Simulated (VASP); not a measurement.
Here is a VASP 6.6.1 calculation.

INCAR

```
ALGO     = Fast           # electronic algorithm
EDIFF    = 1E-6           # SCF threshold, eV
ENCUT    = 520            # plane-wave cutoff, eV
GGA      = PE             # functional
ISIF     = 2              # what is computed and relaxed
ISMEAR   = 0              # smearing method
LASPH    = True           # aspherical terms in the spheres
LCHARG   = True           # write CHGCAR
LELF     = True           # ELF
LREAL    = False          # projectors in reciprocal space
LVHAR    = True         
LWAVE    = False          # write WAVECAR
NBANDS   = 40             # bands
NELM     = 100            # most SCF steps
PREC     = Accurate       # precision mode
SIGMA    = 0.1            # smearing width, eV
```

The input KPOINTS:

```
k-points
0
Gamma
  10 10 6
```

POSCAR

```
Ga2As
1.0
    3.8478445909      0.0000000000      0.0000000000
    0.0000000000      3.8478445909      0.0000000000
    0.0000000000      0.0000000000      8.0462779261
Ga As
4 2
Direct
    0.0000000000      0.0000000000      0.0000000000
    0.5000000000      0.5000000000      0.0000000000
    0.0000000000      0.5000000000      0.3597961096
    0.5000000000      0.0000000000      0.6402038904
    0.0000000000      0.5000000000      0.6895647313
    0.5000000000      0.0000000000      0.3104352687
```

Potentials or basis: VASP PAW PBE potentials, release 64 (Ga_d, As).

Launch:

```bash
$ cat potpaw_PBE.64/Ga_d/POTCAR potpaw_PBE.64/As/POTCAR > POTCAR
$ mpirun -np 1 vasp_std > vasp.out
```

Q: Predict the band gap on the k mesh.

A: Zero (bands 31 and 32 overlap by 5.51 eV).

Q: What does it give for the largest force?

A: 0.011 eV/Å.

Q: Estimate the pressure.

A: 0.1 GPa.

Forces in eV/Å, atoms in the order of the input:
```
Ga   0.000  0.000  0.000
Ga   0.000  0.000  0.000
Ga   0.000  0.000 -0.011
Ga   0.000  0.000  0.011
As   0.000  0.000  0.010
As   0.000  0.000 -0.010
```
